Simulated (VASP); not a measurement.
# Au: single point with PBEsol

The system is Au.

```
Au
1.0
     2.74841    0.00000    0.00000
     0.00000    2.74841    0.00000
     0.00000    0.00000    2.74841
Au
1
Cartesian
  1.3742 1.3742 1.3742
```

```
Program             : VASP 6.6.1
Task                : single point
Functional          : PBEsol
Potentials or basis : VASP PAW PBE potentials, release 64 (Au)
Cutoff              : 520 eV
k mesh              : 10 × 10 × 10
Occupations         : fermi-dirac, width 0.05 eV
Spin                : no spin polarisation
```

```json
{
  "Pressure": "-6.4 GPa"
}
```

Levels at points of the mesh, in eV from the Fermi level:
| k point | band 1 | band 2 | band 3 | band 4 | band 5 | band 6 | band 7 | band 8 | band 9 | band 10 |
| --- | --- | --- | --- | --- | --- | --- | --- | --- | --- | --- |
| (0.00, 0.00, 0.00) | -7.78 | -5.57 | -5.57 | -1.38 | -1.38 | -1.38 | 13.82 | 13.82 | 13.82 | 18.55 |
| (0.50, 0.00, 0.00) | -5.68 | -5.17 | -2.80 | -2.80 | -1.24 | -0.47 | 2.06 | 16.31 | 18.39 | 18.94 |
| (0.50, 0.50, 0.00) | -5.51 | -4.84 | -2.55 | -2.55 | -0.25 | 3.81 | 3.81 | 6.38 | 11.40 | 20.49 |
| (0.50, 0.50, 0.50) | -4.83 | -4.83 | -4.83 | -0.16 | -0.16 | 8.38 | 8.38 | 8.38 | 10.10 | 12.11 |

Run time: 3.8 s on 1 thread of Intel(R) Xeon(R) 6975P-C (Granite Rapids), with other jobs on the host, peak memory 0.13 GiB.

Caveat: the PAW data sets were made with another functional, which shifts forces and pressure a little; spin-orbit coupling is left out, which moves the levels of the heavy elements.
